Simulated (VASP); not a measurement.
Wanted: the native input for a VASP 6.6.1 run.

```
Task                   : single point
Functional             : PBE
Potentials or basis    : VASP PAW PBE potentials, release 64 (Cu, H)
Cutoff                 : 520 eV
k mesh                 : 3 × 3 × 1
Occupations            : fermi-dirac, width 0.05 eV
Spin                   : no spin polarisation
Dipole correction      : no
Further INCAR settings : ALGO = Normal; EDIFF = 1e-06; NBANDS = 102; NELMDL = -8
```

The structure of Cu16H lies in POSCAR:

```
Cu16H
1.0
    5.1053110000      0.0000000000      0.0000000000
    2.5526550000      4.4213290000      0.0000000000
    0.0000000000      0.0000000000     17.2527030000
Cu H
16 1
Direct
    0.0000000000      0.0000000000      0.0579619000
    0.5000000000      0.0000000000      0.0579619000
    0.0000000000      0.5000000000      0.0579619000
    0.5000000000      0.5000000000      0.0579619000
    0.1681260549      0.1659392364      0.1804089660
    0.6658607267      0.1660085117      0.1804484051
    0.1665998229      0.6667018725      0.1805164881
    0.6658626132      0.6681315132      0.1804496282
   -0.1667072042      0.3333550742      0.2970401614
    0.3325143079      0.3349251870      0.3014073190
   -0.1651978863      0.8326004040      0.3013437124
    0.3325146398      0.8325638189      0.3014058229
   -0.0004796341      0.0010256245      0.4239456167
    0.4999749047      0.0000121572      0.4207892642
   -0.0004745994      0.4994556345      0.4239467549
    0.5010307120      0.4994832677      0.4240354415
    0.8313213908      0.3343621523      0.4779131913
```

The input as run:

INCAR

```
SYSTEM = Cu16H
ALGO = Normal ; EDIFF = 1E-6
ENCUT = 520 ; GGA = PE
GGA_COMPAT = .False. ; ISIF = 2
ISMEAR = -1 ; LASPH = .True.
LCHARG = .True. ; LELF = .True.
LREAL = .False. ; LVHAR = .True.
LWAVE = .False. ; NBANDS = 102
NELM = 120 ; NELMDL = -8
PREC = Accurate ; SIGMA = 0.05
```

KPOINTS

```
k-points
0
Gamma
  3 3 1
  0 0 0
```

Potentials or basis: VASP PAW PBE potentials, release 64 (Cu, H).

Command:

```sh
$ cat potpaw_PBE.64/Cu/POTCAR potpaw_PBE.64/H/POTCAR > POTCAR
$ mpirun -np 1 vasp_std > vasp.out
```

Results of the run:

- Largest force: 0.054 eV/Å
- Band gap on the k mesh: zero (an odd number of electrons rules out a gap without spin polarisation)

Caveat: the k points lie up to 0.47 Å⁻¹ apart, too coarse for converged energies and pressures of a metal.

Wall time 24 min on 1 thread of Intel Xeon 8259CL (shared host), peak memory 0.55 GiB.
